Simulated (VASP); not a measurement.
PbO, 4 atoms in the cell. The structure is tetragonal, space group P4/nmm (No. 129). Conventional cell: a = 4.055 Å, b = 4.055 Å, c = 5.092 Å, α = 90.00°, β = 90.00°, γ = 90.00°. Pb (site symmetry 4mm) has 4 O at 2.37 Å within 3.1 Å. O (site symmetry -4m2) has 4 Pb at 2.37 Å and 4 O at 2.87 Å within 3.1 Å. 

* Program: VASP 6.6.1
* Task: single point
* Functional: PBEsol
* Potentials or basis: VASP PAW PBE potentials, release 64 (Pb_d, O)
* Cutoff: 520 eV
* k mesh: 6 × 6 × 6
* Occupations: gaussian, width 0.01 eV
* Spin: no spin polarisation
* Dipole correction: no
* Further INCAR settings: ALGO = Normal; EDIFF = 1e-06; NBANDS = 28

Potentials or basis: VASP PAW PBE potentials, release 64 (Pb_d, O).

Command:

```sh
$ cat potpaw_PBE.64/Pb_d/POTCAR potpaw_PBE.64/O/POTCAR > POTCAR
$ mpirun -np 1 vasp_std > vasp.out
```

Hardware: 1 thread of Intel Xeon 8259CL (shared host).

Task: Estimate the wall time of this run.

Result: Run time: 90 s on 1 thread of Intel Xeon 8259CL, with other jobs on the host, peak memory 0.23 GiB. Counts: scf iterations 14, k points 40.
